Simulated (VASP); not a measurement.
A run of VASP 6.6.1 is set up as follows.

Contents of INCAR:

```
ALGO     = Normal         # electronic algorithm
EDIFF    = 1E-6           # SCF threshold, eV
ENCUT    = 520            # plane-wave cutoff, eV
GGA      = RP             # functional
ISIF     = 2              # what is computed and relaxed
ISMEAR   = -1             # smearing method
LASPH    = T              # aspherical terms in the spheres
LCHARG   = F              # write CHGCAR
LREAL    = F              # projectors in reciprocal space
LWAVE    = F              # write WAVECAR
NBANDS   = 18             # bands
NELM     = 100            # most SCF steps
PREC     = Accurate       # precision mode
SIGMA    = 0.05           # smearing width, eV
```

KPOINTS

```
k-points
0
Gamma
  9 9 9
```

File POSCAR:

```
ZnCu
1.0
    3.0040158766      0.0000000000      0.0000000000
    0.0000000000      3.0040158766      0.0000000000
    0.0000000000      0.0000000000      3.0040158766
Zn Cu
1 1
Direct
    0.5000000000      0.5000000000      0.5000000000
    0.0000000000      0.0000000000      0.0000000000
```

Potentials or basis: VASP PAW PBE potentials, release 64 (Zn, Cu).

The run is started by

```sh
$ cat potpaw_PBE.64/Zn/POTCAR potpaw_PBE.64/Cu/POTCAR > POTCAR
$ mpirun -np 1 vasp_std > vasp.out
```

**Question.** What does it give for the pressure?

**Answer.** 0.4 GPa.

Caveat: the PAW data sets were made with another functional, which shifts forces and pressure a little.
